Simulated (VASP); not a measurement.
Set up this calculation in VASP 6.6.1, as the native input.

| Item | Value |
| --- | --- |
| Task | single point |
| Functional | PBE |
| Potentials or basis | VASP PAW PBE potentials, release 64 (K_sv, V_sv, Mn_pv) |
| Cutoff | 520 eV |
| k mesh | 8 × 8 × 5 |
| Occupations | fermi-dirac, width 0.0133 eV |
| Spin | no spin polarisation |
| Dipole correction | no |
| k mesh for the DOS | 12 × 12 × 8 |
| Occupations for the DOS | tetrahedron |
| Further INCAR settings | ALGO = Normal; EDIFF = 1e-07 |

KMnV:

```xyz
6
Lattice="4.3043 0.0000 0.0000 0.0000 4.3043 0.0000 0.0000 0.0000 7.5513" Properties=species:S:1:pos:R:3 pbc="T T T"
K     0.0000    2.1521    4.9537
K     2.1521    0.0000    2.5977
V     0.0000    2.1521    1.4801
V     2.1521    0.0000    6.0713
Mn    0.0000    0.0000    0.0000
Mn    2.1521    2.1521    0.0000
```

One way to write it, as run:

POSCAR

```
KMnV
1.0
    4.3042810000      0.0000000000      0.0000000000
    0.0000000000      4.3042810000      0.0000000000
    0.0000000000      0.0000000000      7.5513210000
K V Mn
2 2 2
Direct
    0.0000000000      0.5000000000      0.6560000000
    0.5000000000      0.0000000000      0.3440000000
    0.0000000000      0.5000000000      0.1960000000
    0.5000000000      0.0000000000      0.8040000000
    0.0000000000      0.0000000000      0.0000000000
    0.5000000000      0.5000000000      0.0000000000
```

INCAR.step1

```
SYSTEM = KMnV
PREC     = Accurate       ! precision mode
ENCUT    = 520            ! plane-wave cutoff, eV
EDIFF    = 1E-7           ! SCF threshold, eV
ISMEAR   = -1             ! smearing method
SIGMA    = 0.0133         ! smearing width, eV
LREAL    = .False.        ! projectors in reciprocal space
LASPH    = .True.         ! aspherical terms in the spheres
NELM     = 100            ! most SCF steps
ALGO     = Normal         ! electronic algorithm
ISIF     = 2              ! what is computed and relaxed
LWAVE    = .False.        ! write WAVECAR
LCHARG   = .True.         ! write CHGCAR
LMAXMIX  = 4              ! l up to which the mixer works
GGA      = PE             ! functional
NBANDS   = 44             ! bands
```

KPOINTS.step1

```
Automatic mesh
0
Gamma
  8 8 5
  0 0 0
```

INCAR.step2

```
SYSTEM = KMnV
PREC     = Accurate       ! precision mode
ENCUT    = 520            ! plane-wave cutoff, eV
EDIFF    = 1E-7           ! SCF threshold, eV
ISMEAR   = -5             ! smearing method
SIGMA    = 0.0133         ! smearing width, eV
LREAL    = .False.        ! projectors in reciprocal space
LASPH    = .True.         ! aspherical terms in the spheres
NELM     = 100            ! most SCF steps
ALGO     = Normal         ! electronic algorithm
ISIF     = 2              ! what is computed and relaxed
LWAVE    = .False.        ! write WAVECAR
LCHARG   = .False.        ! write CHGCAR
LMAXMIX  = 4              ! l up to which the mixer works
GGA      = PE             ! functional
LORBIT   = 11             ! projections on sites
NEDOS    = 1001           ! points of the DOS
ICHARG   = 11             ! starting density
```

KPOINTS.step2

```
Automatic mesh
0
Gamma
  12 12 8
  0 0 0
```

Potentials or basis: VASP PAW PBE potentials, release 64 (K_sv, V_sv, Mn_pv).

Run with:

```sh
$ cat potpaw_PBE.64/K_sv/POTCAR potpaw_PBE.64/V_sv/POTCAR potpaw_PBE.64/Mn_pv/POTCAR > POTCAR
$ cp INCAR.step1 INCAR
$ cp KPOINTS.step1 KPOINTS
$ mpirun -np 1 vasp_std > vasp.out
$ cp INCAR.step2 INCAR
$ cp KPOINTS.step2 KPOINTS
$ mpirun -np 1 vasp_std > vasp.out
```

Results of the run:

```yaml
Valence_electrons_inside_the_program's_atomic_spheres: K 7.62; V 11.42; Mn 11.55
```

Caveat: the run has no spin polarisation, though such a crystal can be magnetic.

Run time: 6.5 min on 1 thread of Intel(R) Xeon(R) 6975P-C (Granite Rapids), on a shared host, peak memory 0.75 GiB.
